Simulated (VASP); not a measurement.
Wanted: the native input for a VASP 6.6.1 run.

| Quantity | Value |
| --- | --- |
| Task | single point |
| Functional | PBE0 |
| Potentials or basis | VASP PAW PBE potentials, release 64 (Ag) |
| Cutoff | 520 eV |
| k mesh | 6 × 6 × 4 |
| Occupations | fermi-dirac, width 0.05 eV |
| Spin | no spin polarisation |
| Dipole correction | no |
| Grid for exact exchange (PRECFOCK) | Normal |
| Further INCAR settings | ALGO = Normal; EDIFF = 1e-06; NBANDS = 18 |
| Share of exact exchange | 0.25 |

Crystal: Ag.

```
Ag
1.0
     2.91033    0.00000    0.00000
    -1.45517    2.52042    0.00000
     0.00000    0.00000    4.75785
Ag
2
Direct
  0.66667 0.33333 0.75000
  0.33333 0.66667 0.25000
```

This isn't the form of Ag at room conditions, which is fcc.

One way to write it, as run:

POSCAR

```
Ag
1.0
    2.9103349780      0.0000000000      0.0000000000
   -1.4551674890      2.5204240244      0.0000000000
    0.0000000000      0.0000000000      4.7578513803
Ag
2
Direct
    0.6666666667      0.3333333333      0.7500000000
    0.3333333333      0.6666666667      0.2500000000
```

INCAR.step1

```
PREC = Accurate
ENCUT = 520
EDIFF = 1E-5
ISMEAR = -1
SIGMA = 0.05
LREAL = F
LASPH = T
NELM = 80
ALGO = Normal
ISIF = 2
LWAVE = T
LCHARG = F
NBANDS = 18
GGA = PE
```

INCAR.step2

```
PREC = Accurate
ENCUT = 520
EDIFF = 1E-6
ISMEAR = -1
SIGMA = 0.05
LREAL = F
LASPH = T
NELM = 80
ALGO = Normal
ISIF = 2
LWAVE = F
LCHARG = F
GGA = PE
LHFCALC = T
AEXX = 0.25
PRECFOCK = Normal
NBANDS = 18
ISTART = 1
```

KPOINTS

```
regular mesh
0
Gamma
  6 6 4
```

Potentials or basis: VASP PAW PBE potentials, release 64 (Ag).

The run is started by

```console
$ cat potpaw_PBE.64/Ag/POTCAR > POTCAR
$ cp INCAR.step1 INCAR
$ mpirun -np 1 vasp_std > vasp.out
$ cp INCAR.step2 INCAR
$ mpirun -np 1 vasp_std > vasp.out
```

Results of the run:

The pressure is 2.2 GPa. The band gap on the k mesh is zero (bands 11 and 12 overlap by 9.89 eV).

Caveat: the k points lie up to 0.42 Å⁻¹ apart, too coarse for converged energies and pressures of a metal; the PAW data sets were made with another functional, which shifts forces and pressure a little.

Run time: 40 min on 1 thread of AMD EPYC 7R13 Processor (Zen 3), with other jobs on the host, peak memory 0.15 GiB.
